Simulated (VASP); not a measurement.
# P (Pm-3m) in VASP: further runs

The runs below take P through single point, with PBE.

Everything below comes from runs of VASP 6.6.1. Logs are shortened: lines on timing, memory, paths and dates and some standing lists are left out, and cuts for length are marked.

### 1 The cell of the first run

It takes space group Pm-3m (No. 221, cubic). The conventional cell has a = 2.492 Å, b = 2.492 Å, c = 2.492 Å, α = 90.00°, β = 90.00°, γ = 90.00°. Within 3.3 Å of P (site symmetry m-3m) lie 6 P at 2.49 Å.

### 2 Single point, PBE (volume scaled by 1.06)

Contents of INCAR:

```
SYSTEM = P
PREC = Accurate
ENCUT = 520
EDIFF = 1E-7
ISMEAR = 0
SIGMA = 0.1
LREAL = .False.
LASPH = .True.
NELM = 60
ALGO = Normal
ISIF = 2
LWAVE = .False.
LCHARG = .True.
GGA = PE
LELF = .True.
LVHAR = .True.
NBANDS = 8
```

Contents of KPOINTS:

```
regular mesh
0
Gamma
  22 22 22
  0 0 0
```

Contents of POSCAR:

```
P
1.0
    2.4924307116      0.0000000000      0.0000000000
    0.0000000000      2.4924307116      0.0000000000
    0.0000000000      0.0000000000      2.4924307116
P
1
Direct
    0.0000000000      0.0000000000      0.0000000000
```

Potentials or basis: VASP PAW PBE potentials, release 64 (P).

Command:

```sh
cat potpaw_PBE.64/P/POTCAR > POTCAR
mpirun -np 1 vasp_std > vasp.out
```

OUTCAR:

```text
SYSTEM = P
   PREC = Accurate
   ENCUT = 520
   EDIFF = 1E-7
   ISMEAR = 0
   LREAL = .False.
   LASPH = .True.
   NELM = 60
   ISIF = 2
   GGA = PE

 ion  position               nearest neighbor table
   1  0.000  0.000  0.000-

  LATTYP: Found a simple cubic cell.
 ALAT       =     2.4924307116

  Lattice vectors:

 A1 = (   2.4924307116,   0.0000000000,   0.0000000000)
 A2 = (   0.0000000000,   2.4924307116,   0.0000000000)
 A3 = (   0.0000000000,   0.0000000000,   2.4924307116)

Analysis of symmetry for initial positions (statically):
=====================================================================
 Subroutine PRICEL returns:
 Original cell was already a primitive cell.

 Routine SETGRP: Setting up the symmetry group for a
 simple cubic supercell.

 Subroutine GETGRP returns: Found 48 space group operations
 (whereof 48 operations were pure point group operations)
 out of a pool of 48 trial point group operations.

The static configuration has the point symmetry O_h .

Analysis of symmetry for dynamics (positions and initial velocities):
=====================================================================
 Subroutine PRICEL returns:
 Original cell was already a primitive cell.

 Routine SETGRP: Setting up the symmetry group for a
 simple cubic supercell.

 Subroutine GETGRP returns: Found 48 space group operations
 (whereof 48 operations were pure point group operations)
 out of a pool of 48 trial point group operations.

The dynamic configuration has the point symmetry O_h .

 Subroutine INISYM returns: Found 48 space group operations
 (whereof 48 operations are pure point group operations),
 and found     1 'primitive' translations

----------------------------------------------------------------------------------------

                                     Primitive cell

  volume of cell :      15.4835

  direct lattice vectors                    reciprocal lattice vectors
     2.492430712  0.000000000  0.000000000     0.401214764  0.000000000  0.000000000
     0.000000000  2.492430712  0.000000000     0.000000000  0.401214764  0.000000000
     0.000000000  0.000000000  2.492430712     0.000000000  0.000000000  0.401214764

  length of vectors
     2.492430712  2.492430712  2.492430712     0.401214764  0.401214764  0.401214764

  position of ions in fractional coordinates (direct lattice)
     0.000000000  0.000000000  0.000000000

  ion indices of the primitive-cell ions
   primitive index   ion index
                 1           1

----------------------------------------------------------------------------------------

 KPOINTS: regular mesh

Automatic generation of k-mesh.
 Grid dimensions read from file:
 generate k-points for:   22   22   22

 Generating k-lattice:

  Cartesian coordinates                     Fractional coordinates (reciprocal lattice)
     0.018237035  0.000000000  0.000000000     0.045454545  0.000000000  0.000000000
     0.000000000  0.018237035  0.000000000     0.000000000  0.045454545  0.000000000
     0.000000000  0.000000000  0.018237035     0.000000000  0.000000000  0.045454545

  Length of vectors
     0.018237035  0.018237035  0.018237035

  Shift w.r.t. Gamma in fractional coordinates (k-lattice)
     0.000000000  0.000000000  0.000000000

 Subroutine IBZKPT returns following result:
 ===========================================

 Found    364 irreducible k-points:

 Following reciprocal coordinates:
            Coordinates               Weight
  0.000000  0.000000  0.000000      1.000000
  0.045455  0.000000  0.000000      6.000000
  0.090909  0.000000  0.000000      6.000000
  0.136364  0.000000  0.000000      6.000000
  0.181818  0.000000  0.000000      6.000000
  0.227273  0.000000  0.000000      6.000000
[... 16 lines left out ...]
  0.500000  0.045455  0.000000     12.000000
  0.090909  0.090909  0.000000     12.000000
 [... further k-points ...]
   k-points           NKPTS =    364   k-points in BZ     NKDIM =    364   number of bands    NBANDS=      8
   number of dos      NEDOS =    301   number of ions     NIONS =      1
   total plane-waves  NPLWV =   8000
   dimension x,y,z NGX =    20 NGY =   20 NGZ =   20
   dimension x,y,z NGXF=    40 NGYF=   40 NGZF=   40
   ions per type =               1
   NGX,Y,Z   is equivalent  to a cutoff of  13.34, 13.34, 13.34 a.u.
   NGXF,Y,Z  is equivalent  to a cutoff of  26.68, 26.68, 26.68 a.u.
 SYSTEM =  P
   PREC   = accura    normal or accurate (medium, high low for compatibility)
   ISTART =      0    job   : 0-new  1-cont  2-samecut
   ICHARG =      2    charge: 1-file 2-atom 10-const
   ISPIN  =      1    spin polarized calculation?
   LNONCOLLINEAR =      F non collinear calculations
   LSORBIT =      F    spin-orbit coupling
   LASPH  =      T    aspherical Exc in radial PAW
   ENCUT  =  520.0 eV  38.22 Ry    6.18 a.u.   4.63  4.63  4.63*2*pi/ulx,y,z
   NELM   =     60;   NELMIN=  2; NELMDL= -5     # of ELM steps
   EDIFF  = 0.1E-06   stopping-criterion for ELM
   LREAL  =      F    real-space projection
   EDIFFG = 0.1E-05   stopping-criterion for IOM
   NSW    =      0    number of steps for IOM
   IBRION =     -1    ionic relax: 0-MD 1-quasi-New 2-CG
   NFREE  =      0    steps in history (QN), initial steepest desc. (CG)
   ISIF   =      2    stress and relaxation
   ISYM   =      2    0-nonsym 1-usesym 2-fastsym
   POTIM  = 0.5000    time-step for ionic-motion
   TEBEG  =    0.0;   TEEND  =   0.0 temperature during run
   PSTRESS=    0.0 pullay stress
   NELECT =       5.0000    total number of electrons
   NUPDOWN=      -1.0000    fix difference up-down
   EMIN   =  10.00;   EMAX   =-10.00  energy-range for DOS
   EFERMI =   0.00;   METHOD = LEGACY
   ISMEAR =     0;   SIGMA  =   0.10  broadening in eV -4-tet -1-fermi 0-gaus
   EFERMI_NEDOS =   21; number of points for ismear=-14 and -15
   IALGO  =     38    algorithm
   IMIX   =      4    mixing-type and parameters
     AMIX     =   0.40;   BMIX     =  1.00
     AMIX_MAG =   1.60;   BMIX_MAG =  1.00
  volume/ion in A,a.u.               =      15.48       104.49
  Fermi-wavevector in a.u.,A,eV,Ry     =   1.123160  2.122465 17.163600  1.261489
  Thomas-Fermi vector in A             =   2.259825
   LORBIT       =      0    0 simple, 1 ext, 2 COOP (PROOUT), +10 PAW based schemes
   GGA     = PE    functional components
   LHFCALC =     F    Hartree Fock is set to
   AEXX    =    0.0000 exact exchange contribution
   IVDW    =     0    specifies the selected vdW correction
   LEPSILON=     F    determine dielectric tensor
   LRPA    =     F    only Hartree local field effects (RPA)
 non-spin polarized calculation
 Gauss-broadening in eV      SIGMA  =   0.10
  energy-cutoff  :      520.00
  volume of cell :       15.48
 maximum number of plane-waves:       437
 NGX is ok and might be reduce to    20
   NGX =  9   NGY =  9   NGZ =  9

 number of electron       5.0000000 magnetization

 Free energy of the ion-electron system (eV)
  ---------------------------------------------------
  ext. energy  EPLUGINS =         0.00000000
  ---------------------------------------------------
  free energy    TOTEN  =        -5.25834956 eV

  energy without entropy =       -5.25672316  energy(sigma->0) =       -5.25753636

 E-fermi :   8.6987     XC(G=0): -11.0088

 val. band max:        8.6808558407   @ k =   0.3182   0.2273   0.0909
 cond. band min:       8.7222814575   @ k =   0.1818   0.1818   0.1818
 fundamental gap:      0.0414256168
 Fermi energy:         8.6986903430

 k-point     1 :       0.0000    0.0000    0.0000
  band No.  band energies     occupation
      1      -7.1011      2.00000
      2      13.4783      0.00000
      3      13.4783      0.00000
      4      13.4783      0.00000
      5      15.6760      0.00000
      6      15.6760      0.00000
      7      22.3500      0.00000
      8      32.4192      0.00000

 k-point     2 :       0.0455    0.0000    0.0000
  band No.  band energies     occupation
      1      -7.0563      2.00000
      2      12.6049      0.00000
      3      13.5131      0.00000
      4      13.5131      0.00000
      5      15.7119      0.00000
      6      16.4948      0.00000
      7      22.5060      0.00000
      8      32.0581      0.00000

 k-point     3 :       0.0909    0.0000    0.0000
  band No.  band energies     occupation
      1      -6.9220      2.00000
      2      11.1257      0.00000
      3      13.6171      0.00000
      4      13.6171      0.00000
      5      15.8187      0.00000
      6      17.7823      0.00000
      7      22.9967      0.00000
      8      31.1489      0.00000

 k-point     4 :       0.1364    0.0000    0.0000
  band No.  band energies     occupation
      1      -6.6994      2.00000
      2       9.5808      0.00000
      3      13.7882      0.00000
      4      13.7882      0.00000
      5      15.9934      0.00000
      6      18.9443      0.00000
      7      23.8572      0.00000
      8      29.9760      0.00000

 k-point     5 :       0.1818    0.0000    0.0000
  band No.  band energies     occupation
      1      -6.3901      2.00000
      2       8.0601      2.00000
      3      14.0225      0.00000
      4      14.0225      0.00000
      5      16.2302      0.00000
      6      19.8936      0.00000
      7      25.0412      0.00000
      8      28.7199      0.00000

 k-point     6 :       0.2273    0.0000    0.0000
  band No.  band energies     occupation
      1      -5.9975      2.00000
      2       6.5953      2.00000
      3      14.3136      0.00000
      4      14.3136      0.00000
      5      16.5203      0.00000
      6      20.6884      0.00000
      7      26.3600      0.00000
      8      27.4748      0.00000

 k-point     7 :       0.2727    0.0000    0.0000
  band No.  band energies     occupation
      1      -5.5269      2.00000
      2       5.2052      2.00000
      3      14.6511      0.00000
      4      14.6511      0.00000
      5      16.8501      0.00000
      6      21.4175      0.00000
      7      26.2951      0.00000
      8      26.2951      0.00000

 k-point     8 :       0.3182    0.0000    0.0000
  band No.  band energies     occupation
      1      -4.9882      2.00000
      2       3.9071      2.00000
      3      15.0182      0.00000
      4      15.0182      0.00000
      5      17.1994      0.00000
      6      22.1412      0.00000
      7      25.2208      0.00000
      8      25.2208      0.00000

 k-point     9 :       0.3636    0.0000    0.0000
  band No.  band energies     occupation
      1      -4.4007      2.00000
      2       2.7252      2.00000
      3      15.3884      0.00000
      4      15.3884      0.00000
      5      17.5397      0.00000
      6      22.8898      0.00000
      7      24.2915      0.00000
      8      24.2915      0.00000

 k-point    10 :       0.4091    0.0000    0.0000
  band No.  band energies     occupation
      1      -3.8065      2.00000
      2       1.7046      2.00000
      3      15.7208      0.00000
      4      15.7208      0.00000
      5      17.8328      0.00000
      6      23.5556      0.00000
      7      23.5556      0.00000
      8      23.6716      0.00000
[... 78 lines left out ...]
 k-point    18 :       0.2727    0.0455    0.0000
  band No.  band energies     occupation
      1      -5.4822      2.00000
      2       5.2435      2.00000
      3      13.8786      0.00000
      4      14.6851      0.00000
      5      17.4593      0.00000
      6      21.6347      0.00000
      7      25.6129      0.00000
      8      26.3278      0.00000

 k-point    19 :       0.3182    0.0455    0.0000
  band No.  band energies     occupation
      1      -4.9435      2.00000
      2       3.9466      2.00000
      3      14.2563      0.00000
      4      15.0519      0.00000
      5      17.8116      0.00000
      6      22.2663      0.00000
      7      24.6983      0.00000
      8      25.2543      0.00000

 k-point    20 :       0.3636    0.0455    0.0000
  band No.  band energies     occupation
      1      -4.3560      2.00000
      2       2.7654      2.00000
      3      14.6377      0.00000
      4      15.4218      0.00000
      5      18.1567      0.00000
      6      22.6837      0.00000
      7      24.0997      0.00000
      8      24.3257      0.00000

 k-point    21 :       0.4091    0.0455    0.0000
  band No.  band energies     occupation
      1      -3.7617      2.00000
      2       1.7452      2.00000
      3      14.9805      0.00000
      4      15.7538      0.00000
      5      18.4568      0.00000
      6      22.4920      0.00000
      7      23.5905      0.00000
      8      24.3216      0.00000

 k-point    22 :       0.4545    0.0455    0.0000
  band No.  band energies     occupation
      1      -3.2596      2.00000
      2       0.9869      2.00000
      3      15.2272      0.00000
      4      15.9922      0.00000
      5      18.6662      0.00000
      6      22.1234      0.00000
      7      23.1086      0.00000
      8      24.9963      0.00000

 k-point    23 :       0.5000    0.0455    0.0000
  band No.  band energies     occupation
      1      -3.0449      2.00000
      2       0.6866      2.00000
      3      15.3184      0.00000
      4      16.0802      0.00000
      5      18.7422      0.00000
      6      21.9742      0.00000
      7      22.9391      0.00000
      8      25.6118      0.00000

 k-point    24 :       0.0909    0.0909    0.0000
  band No.  band energies     occupation
      1      -6.7430      2.00000
      2      10.9063      0.00000
      3      11.7260      0.00000
      4      13.7557      0.00000
      5      16.9970      0.00000
      6      18.8856      0.00000
      7      23.4642      0.00000
      8      29.7977      0.00000

 [... further k-points ...]

------------------------ aborting loop because EDIFF is reached ----------------------------------------

  FORCE on cell =-STRESS in cart. coord.  units (eV):
  Direction    XX          YY          ZZ          XY          YZ          ZX
  --------------------------------------------------------------------------------------
  -------------------------------------------------------------------------------------
  Total       -0.5452330     -0.5452330     -0.5452330     -0.0000000      0.0000000     -0.0000000
  in kB      -56.4187446    -56.4187446    -56.4187446     -0.0000000      0.0000000     -0.0000000
  external PRESSURE =     -56.4187446 kB  Pullay stress =       0.0000000 kB

 VOLUME and BASIS-vectors are now :
 -----------------------------------------------------------------------------
  energy-cutoff  :      520.00
  volume of cell :       15.48
      direct lattice vectors                 reciprocal lattice vectors
     2.492430712  0.000000000  0.000000000     0.401214764  0.000000000  0.000000000
     0.000000000  2.492430712  0.000000000     0.000000000  0.401214764  0.000000000
     0.000000000  0.000000000  2.492430712     0.000000000  0.000000000  0.401214764

 POSITION                                       TOTAL-FORCE (eV/Angst)
 -----------------------------------------------------------------------------------
      0.00000      0.00000      0.00000         0.000000      0.000000      0.000000
 -----------------------------------------------------------------------------------
    total drift:                               -0.000000     -0.000000      0.000000

  FREE ENERGIE OF THE ION-ELECTRON SYSTEM (eV)
  ---------------------------------------------------
  free  energy   TOTEN  =        -5.2583495621 eV

  energy  without entropy=       -5.2567231564  energy(sigma->0) =       -5.25753636
```

Run time: 17 s. Hardware: 1 thread of Intel Xeon Platinum 8488C (Sapphire Rapids), shared host; peak memory 0.14 GiB.

Results:

```
Free energy : -5.2583 eV
Pressure    : -5.6 GPa
```

### 3 Single point, PBE (volume scaled by 1.10)

Contents of INCAR:

```
SYSTEM = P
ALGO = Normal
EDIFF = 1E-7
ENCUT = 520
GGA = PE
ISIF = 2
ISMEAR = 0
LASPH = .TRUE.
LCHARG = .TRUE.
LELF = .TRUE.
LREAL = .FALSE.
LVHAR = .TRUE.
LWAVE = .FALSE.
NBANDS = 8
NELM = 80
PREC = Accurate
SIGMA = 0.1
```

Contents of KPOINTS:

```
k-points
0
G
  22 22 22
  0 0 0
```

Contents of POSCAR:

```
P
1.0
    2.5233957500      0.0000000000      0.0000000000
    0.0000000000      2.5233957500      0.0000000000
    0.0000000000      0.0000000000      2.5233957500
P
1
Direct
    0.0000000000      0.0000000000      0.0000000000
```

Potentials or basis: VASP PAW PBE potentials, release 64 (P).

Command:

```sh
cat potpaw_PBE.64/P/POTCAR > POTCAR
mpirun -np 1 vasp_std > vasp.out
```

Wall time 17 s (1 thread of Intel Xeon Platinum 8488C (Sapphire Rapids), shared host); peak memory 0.15 GiB.

It converged, with:

```
Free energy : -5.2328 eV
Pressure    : -8.4 GPa
```

Levels at points of the mesh, in eV from the Fermi level:
```csv
k point,band 1,band 2,band 3,band 4,band 5,band 6,band 7
"(0.00, 0.00, 0.00)",-15.42,4.62,4.62,4.62,7.05,7.05,13.26
"(0.50, 0.00, 0.00)",-11.59,-7.72,7.05,7.05,9.41,14.09,14.09
"(0.50, 0.50, 0.00)",-7.49,-4.68,-4.68,1.69,9.27,16.10,16.40
"(0.50, 0.50, 0.50)",-2.59,-1.95,-1.95,-1.95,5.11,5.11,5.11
```
